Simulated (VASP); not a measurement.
Set up this calculation in VASP 6.6.1, as the native input.

| Item | Value |
| --- | --- |
| Task | single point |
| Functional | RPBE |
| Potentials or basis | VASP PAW PBE potentials, release 64 (Al, P) |
| Cutoff | 500 eV |
| k mesh | 8 × 8 × 8 |
| Occupations | gaussian, width 0.02 eV |
| Spin | no spin polarisation |
| Dipole correction | no |
| Further INCAR settings | ALGO = Normal; EDIFF = 1e-06; NBANDS = 11 |

The structure of AlP lies in POSCAR:

```
AlP
1.0
    0.0000000000      2.7200490000      2.7200490000
    2.7200490000      0.0000000000      2.7200490000
    2.7200490000      2.7200490000      0.0000000000
Al P
1 1
Direct
    0.0000000000      0.0000000000      0.0000000000
    0.7500000000      0.7500000000      0.7500000000
```

The input as run:

INCAR

```
PREC = Accurate
ENCUT = 500
EDIFF = 1E-6
ISMEAR = 0
SIGMA = 0.02
LREAL = False
LASPH = True
NELM = 120
ALGO = Normal
ISIF = 2
LWAVE = False
LCHARG = False
GGA = RP
NBANDS = 11
GGA_COMPAT = False
```

KPOINTS

```
Automatic mesh
0
Gamma
  8 8 8
```

Potentials or basis: VASP PAW PBE potentials, release 64 (Al, P).

Run with:

```bash
$ cat potpaw_PBE.64/Al/POTCAR potpaw_PBE.64/P/POTCAR > POTCAR
$ mpirun -np 1 vasp_std > vasp.out
```

It gave:

The pressure is 4.8 GPa. The band gap on the k mesh is 1.64 eV, indirect (least direct gap 3.54 eV).

Caveat: the PAW data sets were made with another functional, which shifts forces and pressure a little.

Run time: 16 s on 1 thread of Intel Xeon 8259CL, with other jobs on the host, peak memory 0.15 GiB.
